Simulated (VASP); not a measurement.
A run of VASP 6.6.1 is set up as follows.

The input INCAR:

```
ALGO = Normal
EDIFF = 1E-6
ENCUT = 500
GGA = PE
GGA_COMPAT = False
ISIF = 2
ISMEAR = 0
LASPH = True
LCHARG = True
LELF = True
LREAL = False
LVHAR = True
LWAVE = False
NBANDS = 14
NELM = 120
PREC = Accurate
SIGMA = 0.01
```

File KPOINTS:

```
k-points
0
Gamma
  2 2 2
```

Contents of POSCAR:

```
NaI
1.0
    0.0000000000      2.7253065100      2.7253065100
    2.7253065100      0.0000000000      2.7253065100
    2.7253065100      2.7253065100      0.0000000000
Na I
1 1
Direct
    0.0000000000      0.0000000000      0.0000000000
    0.5000000000      0.5000000000      0.5000000000
```

Potentials or basis: VASP PAW PBE potentials, release 64 (Na_pv, I).

Run with:

```bash
$ cat potpaw_PBE.64/Na_pv/POTCAR potpaw_PBE.64/I/POTCAR > POTCAR
$ mpirun -np 1 vasp_std > vasp.out
```

Problem. Estimate the band gap on the k mesh.

Solution. 3.77 eV, indirect (least direct gap 5.60 eV).

Problem. Estimate the pressure.

Solution. 38.5 GPa.

Caveat: the k points lie up to 1.00 Å⁻¹ apart; spin-orbit coupling is left out, which moves the levels of the heavy elements. A k mesh can miss the band edges.
